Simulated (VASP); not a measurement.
# Pd (I4_1/amd) in VASP: further runs

Pd is run at these levels: PBE; tasks: relaxation of shape and atoms at fixed volume, relaxation of cell and atoms.

Program: VASP 6.6.1. These are calculated values, not measurements. Logs are shortened: lines on timing, memory, paths and dates and some standing lists are left out, and cuts for length are marked.

### 1 The cell of the first run

It takes space group I4_1/amd (No. 141, tetragonal). Conventional cell: a = 4.342 Å, b = 4.342 Å, c = 2.331 Å, α = 90.00°, β = 90.00°, γ = 90.00°. Within 3.0 Å of Pd (site symmetry -4m2) lie 10 Pd at 2.25 to 2.79 Å.

### 2 Relaxation of shape and atoms at fixed volume, PBE

INCAR reads:

```
SYSTEM = Pd
ALGO     = Normal         ! electronic algorithm
EDIFF    = 1E-6           ! SCF threshold, eV
EDIFFG   = -0.005         ! ionic threshold
ENCUT    = 600            ! plane-wave cutoff, eV
GGA      = PE             ! functional
IBRION   = 2              ! ionic algorithm
ISIF     = 4              ! what is computed and relaxed
ISMEAR   = -1             ! smearing method
LASPH    = .TRUE.         ! aspherical terms in the spheres
LCHARG   = .FALSE.        ! write CHGCAR
LREAL    = .FALSE.        ! projectors in reciprocal space
LWAVE    = .FALSE.        ! write WAVECAR
NELM     = 100            ! most SCF steps
NSW      = 50             ! ionic steps
PREC     = Accurate       ! precision mode
SIGMA    = 0.05           ! smearing width, eV
```

KPOINTS reads:

```
k-points
0
G
  16 16 16
  0 0 0
```

POSCAR reads:

```
Pd
1.0
   -2.1711238844      2.1711238844      1.1652975217
    2.1711238844     -2.1711238844      1.1652975217
    2.1711238844      2.1711238844     -1.1652975217
Pd
2
Direct
   -0.3750000000     -0.1250000000     -0.2500000000
    0.3750000000      0.1250000000      0.2500000000
```

Potentials or basis: VASP PAW PBE potentials, release 64 (Pd).

Started as:

```bash
> cat potpaw_PBE.64/Pd/POTCAR > POTCAR
> mpirun -np 1 vasp_std > vasp.out
```

OUTCAR:

```text
SYSTEM = Pd
   EDIFF = 1E-6
   EDIFFG = -0.005
   ENCUT = 600
   GGA = PE
   IBRION = 2
   ISIF = 4
   ISMEAR = -1
   LASPH = .TRUE.
   LREAL = .FALSE.
   NELM = 100
   NSW = 50
   PREC = Accurate

 ion  position               nearest neighbor table
   1  0.625  0.875  0.750-   2 2.25   2 2.25   2 2.25   2 2.25   2 2.79   2 2.79   2 2.79   2 2.79

   2  0.375  0.125  0.250-   1 2.25   1 2.25   1 2.25   1 2.25   1 2.79   1 2.79   1 2.79   1 2.79

  LATTYP: Found a body centered tetragonal cell.
 ALAT       =     4.3422477688
 C/A-ratio  =     0.5367254859

  Lattice vectors:

 A1 = (  -2.1711238844,   2.1711238844,   1.1652975217)
 A2 = (   2.1711238844,  -2.1711238844,   1.1652975217)
 A3 = (   2.1711238844,   2.1711238844,  -1.1652975217)

Analysis of symmetry for initial positions (statically):
=====================================================================
 Subroutine PRICEL returns:
 Original cell was already a primitive cell.

 Routine SETGRP: Setting up the symmetry group for a
 body centered tetragonal supercell.

 Subroutine GETGRP returns: Found 16 space group operations
 (whereof  4 operations were pure point group operations)
 out of a pool of 16 trial point group operations.

The static configuration has the point symmetry C_2h.
 The point group associated with its full space group is D_4h.

Analysis of symmetry for dynamics (positions and initial velocities):
=====================================================================
 Subroutine PRICEL returns:
 Original cell was already a primitive cell.

 Routine SETGRP: Setting up the symmetry group for a
 body centered tetragonal supercell.

 Subroutine GETGRP returns: Found 16 space group operations
 (whereof  4 operations were pure point group operations)
 out of a pool of 16 trial point group operations.

The dynamic configuration has the point symmetry C_2h.
 The point group associated with its full space group is D_4h.

 Subroutine INISYM returns: Found 16 space group operations
 (whereof  4 operations are pure point group operations),
 and found     1 'primitive' translations

----------------------------------------------------------------------------------------

                                     Primitive cell

  volume of cell :      21.9718

  direct lattice vectors                    reciprocal lattice vectors
    -2.171123884  2.171123884  1.165297522     0.000000000  0.230295472  0.429074971
     2.171123884 -2.171123884  1.165297522     0.230295472  0.000000000  0.429074971
     2.171123884  2.171123884 -1.165297522     0.230295472  0.230295472  0.000000000

  length of vectors
     3.284124869  3.284124869  3.284124869     0.486971596  0.486971596  0.325686980

  position of ions in fractional coordinates (direct lattice)
     0.625000000  0.875000000  0.750000000
     0.375000000  0.125000000  0.250000000

  ion indices of the primitive-cell ions
   primitive index   ion index
                 1           1
                 2           2

----------------------------------------------------------------------------------------

 KPOINTS: k-points

Automatic generation of k-mesh.
 Grid dimensions read from file:
 generate k-points for:   16   16   16

 Generating k-lattice:

  Cartesian coordinates                     Fractional coordinates (reciprocal lattice)
     0.000000000  0.014393467  0.026817186     0.062500000 -0.000000000  0.000000000
     0.014393467  0.000000000  0.026817186    -0.000000000  0.062500000  0.000000000
     0.014393467  0.014393467  0.000000000     0.000000000  0.000000000  0.062500000

  Length of vectors
     0.030435725  0.030435725  0.020355436

  Shift w.r.t. Gamma in fractional coordinates (k-lattice)
     0.000000000  0.000000000  0.000000000

 Subroutine IBZKPT returns following result:
 ===========================================

 Found    349 irreducible k-points:

 Following reciprocal coordinates:
            Coordinates               Weight
  0.000000  0.000000  0.000000      1.000000
  0.062500  0.000000 -0.000000      8.000000
  0.125000  0.000000 -0.000000      8.000000
  0.187500  0.000000  0.000000      8.000000
  0.250000  0.000000 -0.000000      8.000000
  0.312500 -0.000000  0.000000      8.000000
[... 16 lines left out ...]
 -0.125000  0.062500  0.000000     16.000000
 -0.062500  0.062500  0.000000      4.000000
 [... further k-points ...]
   k-points           NKPTS =    349   k-points in BZ     NKDIM =    349   number of bands    NBANDS=     14
   number of dos      NEDOS =    301   number of ions     NIONS =      2
   total plane-waves  NPLWV =  21952
   dimension x,y,z NGX =    28 NGY =   28 NGZ =   28
   dimension x,y,z NGXF=    56 NGYF=   56 NGZF=   56
   ions per type =               2
   NGX,Y,Z   is equivalent  to a cutoff of  14.17, 14.17, 14.17 a.u.
   NGXF,Y,Z  is equivalent  to a cutoff of  28.35, 28.35, 28.35 a.u.
 SYSTEM =  Pd
   PREC   = accura    normal or accurate (medium, high low for compatibility)
   ISTART =      0    job   : 0-new  1-cont  2-samecut
   ICHARG =      2    charge: 1-file 2-atom 10-const
   ISPIN  =      1    spin polarized calculation?
   LNONCOLLINEAR =      F non collinear calculations
   LSORBIT =      F    spin-orbit coupling
   LASPH  =      T    aspherical Exc in radial PAW
   ENCUT  =  600.0 eV  44.10 Ry    6.64 a.u.   6.56  6.56  6.56*2*pi/ulx,y,z
   NELM   =    100;   NELMIN=  2; NELMDL= -5     # of ELM steps
   EDIFF  = 0.1E-05   stopping-criterion for ELM
   LREAL  =      F    real-space projection
   EDIFFG = -.5E-02   stopping-criterion for IOM
   NSW    =     50    number of steps for IOM
   IBRION =      2    ionic relax: 0-MD 1-quasi-New 2-CG
   NFREE  =      1    steps in history (QN), initial steepest desc. (CG)
   ISIF   =      4    stress and relaxation
   ISYM   =      2    0-nonsym 1-usesym 2-fastsym
   POTIM  = 0.5000    time-step for ionic-motion
   TEBEG  =    0.0;   TEEND  =   0.0 temperature during run
   PSTRESS=    0.0 pullay stress
   NELECT =      20.0000    total number of electrons
   NUPDOWN=      -1.0000    fix difference up-down
   EMIN   =  10.00;   EMAX   =-10.00  energy-range for DOS
   EFERMI =   0.00;   METHOD = LEGACY
   ISMEAR =    -1;   SIGMA  =   0.05  broadening in eV -4-tet -1-fermi 0-gaus
   EFERMI_NEDOS =   21; number of points for ismear=-14 and -15
   IALGO  =     38    algorithm
   IMIX   =      4    mixing-type and parameters
     AMIX     =   0.40;   BMIX     =  1.00
     AMIX_MAG =   1.60;   BMIX_MAG =  1.00
  volume/ion in A,a.u.               =      10.99        74.14
  Fermi-wavevector in a.u.,A,eV,Ry     =   1.586583  2.998207 34.249210  2.517246
  Thomas-Fermi vector in A             =   2.685872
   LORBIT       =      0    0 simple, 1 ext, 2 COOP (PROOUT), +10 PAW based schemes
   GGA     = PE    functional components
   LHFCALC =     F    Hartree Fock is set to
   AEXX    =    0.0000 exact exchange contribution
   IVDW    =     0    specifies the selected vdW correction
   LEPSILON=     F    determine dielectric tensor
   LRPA    =     F    only Hartree local field effects (RPA)
 conjugate gradient relaxation of ions
 non-spin polarized calculation
  energy-cutoff  :      600.00
  volume of cell :       21.97
 maximum number of plane-waves:       751
 NGX is ok and might be reduce to    28
   NGX = 13   NGY = 13   NGZ = 13

--------------------------------------- Ionic step        1  -------------------------------------------

 number of electron      20.0000002 magnetization

 Free energy of the ion-electron system (eV)
  ---------------------------------------------------
  ext. energy  EPLUGINS =         0.00000000
  ---------------------------------------------------
  free energy    TOTEN  =        -5.46772938 eV

  energy without entropy =       -5.45555023  energy(sigma->0) =       -5.46163981

------------------------ aborting loop because EDIFF is reached ----------------------------------------

  FORCE on cell =-STRESS in cart. coord.  units (eV):
  Direction    XX          YY          ZZ          XY          YZ          ZX
  --------------------------------------------------------------------------------------
  -------------------------------------------------------------------------------------
  Total       24.6744293     24.6744293     25.0583307      0.0000000     -0.0000000     -0.0000000
  in kB     1799.2506766   1799.2506766   1827.2446286      0.0000000     -0.0000000     -0.0000000
  external PRESSURE =    1808.5819939 kB  Pullay stress =       0.0000000 kB
[... 57 lines left out ...]
  energy  without entropy=       -5.4532847417  energy(sigma->0) =       -5.45950001

--------------------------------------- Ionic step        3  -------------------------------------------

 number of electron      20.0000001 magnetization

 Free energy of the ion-electron system (eV)
  ---------------------------------------------------
  ext. energy  EPLUGINS =         0.00000000
  ---------------------------------------------------
  free energy    TOTEN  =        -5.46804427 eV

  energy without entropy =       -5.45579358  energy(sigma->0) =       -5.46191892

 E-fermi :  16.0505     XC(G=0): -15.0213

 val. band max:       16.0497864165   @ k =   0.4375   0.0625  -0.0000
 cond. band min:      16.0523459719   @ k =  -0.3125   0.4375   0.2500
 fundamental gap:      0.0025595554
 Fermi energy:        16.0505116556

 k-point     1 :       0.0000    0.0000    0.0000
  band No.  band energies     occupation
      1       6.2164      2.00000
      2       6.6612      2.00000
      3       8.0151      2.00000
      4       8.9723      2.00000
      5       9.4320      2.00000
      6      13.8714      2.00000
      7      13.8714      2.00000
      8      13.9324      2.00000
      9      13.9324      2.00000
     10      16.2998      0.01357
     11      17.8194      0.00000
     12      23.2768      0.00000
     13      23.2768      0.00000
     14      33.4354      0.00000
[... 375 lines left out ...]
 k-point    24 :      -0.0625    0.0625    0.0000
  band No.  band energies     occupation
      1       6.2985      2.00000
      2       6.7278      2.00000
      3       8.0610      2.00000
      4       8.9485      2.00000
      5       9.4080      2.00000
      6      13.8678      2.00000
      7      13.9068      2.00000
      8      13.9640      2.00000
      9      13.9672      2.00000
     10      16.2275      0.05640
     11      17.5599      0.00000
     12      22.9650      0.00000
     13      23.6047      0.00000
     14      33.5008      0.00000

 [... further k-points ...]
[... 5 lines left out ...]
  --------------------------------------------------------------------------------------
  -------------------------------------------------------------------------------------
  Total       24.7994159     24.7994159     24.7983914      0.0000000     -0.0000000      0.0000000
  in kB     1808.3646556   1808.3646556   1808.2899471      0.0000000     -0.0000000      0.0000000
  external PRESSURE =    1808.3397527 kB  Pullay stress =       0.0000000 kB
[... 17 lines left out ...]
  FREE ENERGIE OF THE ION-ELECTRON SYSTEM (eV)
  ---------------------------------------------------
  free  energy   TOTEN  =        -5.4680442678 eV

  energy  without entropy=       -5.4557935817  energy(sigma->0) =       -5.46191892

 reached required accuracy - stopping structural energy minimisation
```

Wall time 4.1 min (1 thread of Oxide Virtual Turin-like, shared host); peak memory 0.22 GiB.

What came out:

```yaml
Free_energy: -5.4680 eV
Energy_gained_by_relaxing: 0.2 meV/atom
Ionic_steps: 3
Pressure_after_relaxing: 180.8 GPa
Band_gap_on_the_k_mesh: zero (bands 10 and 11 overlap by 2.38 eV)
```

Step by step:
```tsv
step	energy change (eV)	largest force (eV/Å)	pressure (GPa)	volume (Å³)
1	0.0000	0.0000	180.86	21.97
2	0.0020	0.0000	180.82	21.97
3	-0.0003	0.0000	180.83	21.97
```

Final structure:
```yaml
crystal:
  lattice:
    - [-2.16933, 2.16933, 1.16723]
    - [2.16933, -2.16933, 1.16723]
    - [2.16933, 2.16933, -1.16723]
  atoms:
    - { symbol: Pd, position: [0.62500, 0.87500, 0.75000] }
    - { symbol: Pd, position: [0.37500, 0.12500, 0.25000] }
```

Levels at points of the mesh, in eV from the Fermi level:
```
           k point  band 8  band 9  band 10  band 11  band 12  band 13
(0.00, 0.00, 0.00)   -2.12   -2.12     0.25     1.77     7.23     7.23
(0.50, 0.00, 0.00)   -1.73   -0.42    -0.38     3.33     8.22    10.07
(0.50, 0.50, 0.00)   -2.23   -1.06    -1.06    -0.48    -0.48    14.73
(0.50, 0.50, 0.50)   -1.87   -1.71    -1.71    -0.85    -0.85     8.75
```

### 3 Relaxation of shape and atoms at fixed volume, PBE

This run uses another cell than the first one, of 12.68 Å³/atom.

INCAR reads:

```
PREC = Accurate
ENCUT = 600
EDIFF = 1E-6
ISMEAR = -1
SIGMA = 0.05
LREAL = False
LASPH = True
NELM = 100
ALGO = Normal
ISIF = 4
LWAVE = False
LCHARG = False
GGA = PE
IBRION = 2
NSW = 50
EDIFFG = -0.005
```

KPOINTS reads:

```
regular mesh
0
Gamma
  16 16 16
```

POSCAR reads:

```
Pd
1.0
   -2.2771968477      2.2771968477      1.2222295844
    2.2771968477     -2.2771968477      1.2222295844
    2.2771968477      2.2771968477     -1.2222295844
Pd
2
Direct
   -0.3750000000     -0.1250000000     -0.2500000000
    0.3750000000      0.1250000000      0.2500000000
```

Potentials or basis: VASP PAW PBE potentials, release 64 (Pd).

Started as:

```bash
> cat potpaw_PBE.64/Pd/POTCAR > POTCAR
> mpirun -np 1 vasp_std > vasp.out
```

OUTCAR:

```text
PREC = Accurate
   ENCUT = 600
   EDIFF = 1E-6
   ISMEAR = -1
   LREAL = False
   LASPH = True
   NELM = 100
   ISIF = 4
   GGA = PE
   IBRION = 2
   NSW = 50
   EDIFFG = -0.005

 ion  position               nearest neighbor table
   1  0.625  0.875  0.750-   2 2.36   2 2.36   2 2.36   2 2.36   2 2.92   2 2.92   2 2.92   2 2.92

   2  0.375  0.125  0.250-   1 2.36   1 2.36   1 2.36   1 2.36   1 2.92   1 2.92   1 2.92   1 2.92

  LATTYP: Found a body centered tetragonal cell.
 ALAT       =     4.5543936954
 C/A-ratio  =     0.5367254858

  Lattice vectors:

 A1 = (  -2.2771968477,   2.2771968477,   1.2222295844)
 A2 = (   2.2771968477,  -2.2771968477,   1.2222295844)
 A3 = (   2.2771968477,   2.2771968477,  -1.2222295844)

Analysis of symmetry for initial positions (statically):
[... 263 lines left out ...]

 k-point     1 :       0.0000    0.0000    0.0000
  band No.  band energies     occupation
      1       4.3529      2.00000
      2       5.3729      2.00000
      3       6.3535      2.00000
      4       7.1191      2.00000
      5       7.5300      2.00000
      6      11.1625      2.00000
      7      11.1625      2.00000
      8      11.2173      2.00000
      9      11.2173      2.00000
     10      13.0365      0.09646
     11      14.2549      0.00000
     12      19.7037      0.00000
     13      19.7037      0.00000
     14      28.7721      0.00000
[... 377 lines left out ...]
      1       4.4246      2.00000
      2       5.4266      2.00000
      3       6.3899      2.00000
      4       7.1004      2.00000
      5       7.5108      2.00000
      6      11.1549      2.00000
      7      11.1875      2.00000
      8      11.2410      2.00000
      9      11.2427      2.00000
     10      12.9820      0.26206
     11      14.0660      0.00000
     12      19.3868      0.00000
     13      19.9625      0.00000
     14      28.8602      0.00000

 [... further k-points ...]
[... 5 lines left out ...]
  --------------------------------------------------------------------------------------
  -------------------------------------------------------------------------------------
  Total       13.1886034     13.1886034     13.1794731      0.0000000      0.0000000      0.0000000
  in kB      833.4805334    833.4805334    832.9035268      0.0000000      0.0000000      0.0000000
  external PRESSURE =     833.2881979 kB  Pullay stress =       0.0000000 kB
[... 17 lines left out ...]
  FREE ENERGIE OF THE ION-ELECTRON SYSTEM (eV)
  ---------------------------------------------------
  free  energy   TOTEN  =        -8.1407669252 eV

  energy  without entropy=       -8.1268258704  energy(sigma->0) =       -8.13379640

 reached required accuracy - stopping structural energy minimisation
```

OSZICAR:

```text
N       E                     dE             d eps       ncg     rms          rms(c)
DAV:   1     0.124675377481E+03    0.12468E+03   -0.11929E+04  9778   0.162E+03
DAV:   2    -0.679000627298E+01   -0.13147E+03   -0.12546E+03 10420   0.319E+02
DAV:   3    -0.862045180706E+01   -0.18304E+01   -0.18221E+01 11296   0.435E+01
[... 16 lines left out ...]
       N       E                     dE             d eps       ncg     rms          rms(c)
DAV:   1    -0.814123088996E+01   -0.64052E-03   -0.23398E-02 10276   0.134E+00    0.119E-01
DAV:   2    -0.814087828475E+01    0.35261E-03   -0.23003E-04 11056   0.177E-01    0.554E-02
DAV:   3    -0.814076712815E+01    0.11116E-03   -0.20491E-04 10978   0.128E-01    0.123E-02
DAV:   4    -0.814076692523E+01    0.20292E-06   -0.75974E-06 10300   0.340E-02
   3 F= -.81407669E+01 E0= -.81337964E+01  d E =-.623228E-04
```

CONTCAR:

```text
Pd
   1.00000000000000
    -2.2762118899886357    2.2762118899886357    1.2232875745827700
     2.2762118899886357   -2.2762118899886357    1.2232875745827700
     2.2762118899886357    2.2762118899886357   -1.2232875745827700
  Pd
     2
Direct
     0.6250000000000000    0.8750000000000000    0.7500000000000000
     0.3750000000000000    0.1250000000000000    0.2500000000000000

  0.00000000E+00  0.00000000E+00  0.00000000E+00
  0.00000000E+00  0.00000000E+00  0.00000000E+00
```

It took 5.3 min on 1 thread of Oxide Virtual Turin-like, shared host; peak memory 0.24 GiB.

Results:

```yaml
Free_energy: -8.1408 eV
Energy_gained_by_relaxing: 0.0 meV/atom
Ionic_steps: 3
Pressure_after_relaxing: 83.3 GPa
Band_gap_on_the_k_mesh: zero (bands 10 and 11 overlap by 1.82 eV)
```

Final structure:
```
Pd
1.0
    -2.27621    2.27621    1.22329
     2.27621   -2.27621    1.22329
     2.27621    2.27621   -1.22329
Pd
2
Cartesian
  2.2762 1.1381 0.9175
  0.0000 1.1381 0.3058
```

[end of part 1 of 2]
